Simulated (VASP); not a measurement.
## Al2Ru: single point with PBEsol

Crystal: Al2Ru.

```
Al Ru
1.0
    -1.56042    1.56042    4.22181
     1.56042   -1.56042    4.22181
     1.56042    1.56042   -4.22181
Al Ru
2 1
Direct
  0.65920 0.65920 0.00000
  0.34080 0.34080 0.00000
  0.00000 0.00000 0.00000
```

- Program: VASP 6.6.1
- Task: single point
- Functional: PBEsol
- Potentials or basis: VASP PAW PBE potentials, release 64 (Al, Ru_pv)
- Cutoff: 520 eV
- k mesh: 9 × 9 × 9
- Occupations: gaussian, width 0.2 eV
- Spin: no spin polarisation

The pressure is -0.3 GPa, the largest force is 0.058 eV/Å and the band gap on the k mesh is zero (band 10 reaches 10.69 eV, above the bottom of band 11 at 10.56 eV).

Forces on the atoms (eV/Å):
```
Al   0.000  0.000 -0.058
Al   0.000  0.000  0.058
Ru   0.000  0.000  0.000
```

Stress tensor (GPa, compression positive):
```
-0.05  0.00  0.00
 0.00 -0.05  0.00
 0.00  0.00 -0.90
```

Levels at points of the mesh, in eV from the Fermi level:
```tsv
k point	band 8	band 9	band 10	band 11	band 12	band 13
(0.00, 0.00, 0.00)	-1.92	-1.92	-0.89	2.46	4.72	6.18
```

It took 25 s on 1 thread of Intel(R) Xeon(R) 6975P-C (Granite Rapids), with other jobs on the host, peak memory 0.22 GiB.

Caveat: the PAW data sets were made with another functional, which shifts forces and pressure a little.
